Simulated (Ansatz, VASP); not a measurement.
## One calculation of SnSe, two programs

```
CELL_PARAMETERS angstrom
3.29876 0.00000 0.00000
0.00000 3.29876 0.00000
0.00000 0.00000 3.29876
ATOMIC_POSITIONS crystal
Sn 0.00000 0.00000 0.00000
Se 0.50000 0.50000 0.50000
```

Change from the starting cell: volume scaled by 0.72, PAW files.

Alike in both runs: task single point; functional PBE; k mesh 14 × 14 × 14; occupations fermi-dirac, width 0.08 eV; no spin polarisation.

|  | VASP | Ansatz |
| --- | --- | --- |
| version | VASP 6.6.1 | Ansatz 0.2.0 |
| potentials or method | VASP PAW PBE potentials, release 64 (Sn_d, Se) | PAW with Ansatz's default frozen-core files, scalar-relativistic |
| plane-wave cutoff (eV) | 520 | 420 |
| valence electrons in the cell | 20 | 30 |

|  | VASP | Ansatz | Ansatz less VASP |
| --- | --- | --- | --- |
| pressure (GPa) | 33.7 | 33.5 | -0.17 |

Both programs put the cell under a high pressure, so it lies far from rest at this level. The functional is the same, so the differences come from potentials, cutoffs and numerics. VASP's potentials hold 20 valence electrons a cell and Ansatz's 30, so a difference there can come from the potentials and not from the codes.
